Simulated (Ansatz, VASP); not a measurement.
Pt: VASP beside Ansatz

```xyz
1
Lattice="0.0000 1.9850 1.9850 1.9850 0.0000 1.9850 1.9850 1.9850 0.0000" Properties=species:S:1:pos:R:3 pbc="T T T"
Pt    0.0000    0.0000    0.0000
```

Alike in both runs: functional PBE; k mesh 17 × 17 × 17; occupations fermi-dirac, width 0.05 eV; no spin polarisation.

Ansatz relaxed the structure, and its values are those at the end. VASP's run is a single point on that final structure, the one shown.

```csv
,VASP,Ansatz
version,VASP 6.6.1,Ansatz 0.2.0
potentials or method,"VASP PAW PBE potentials, release 64 (Pt)","PAW with Ansatz's earlier generated frozen-core files (soft_1), scalar-relativistic"
plane-wave cutoff (eV),520,420
valence electrons in the cell,10,18
```

```csv
,VASP,Ansatz,Ansatz less VASP
pressure (GPa),-0.5,0.0,+0.45
```

VASP's potentials hold 10 valence electrons a cell and Ansatz's 18, so a difference there can come from the potentials and not from the codes.

Spin-orbit coupling is off throughout.
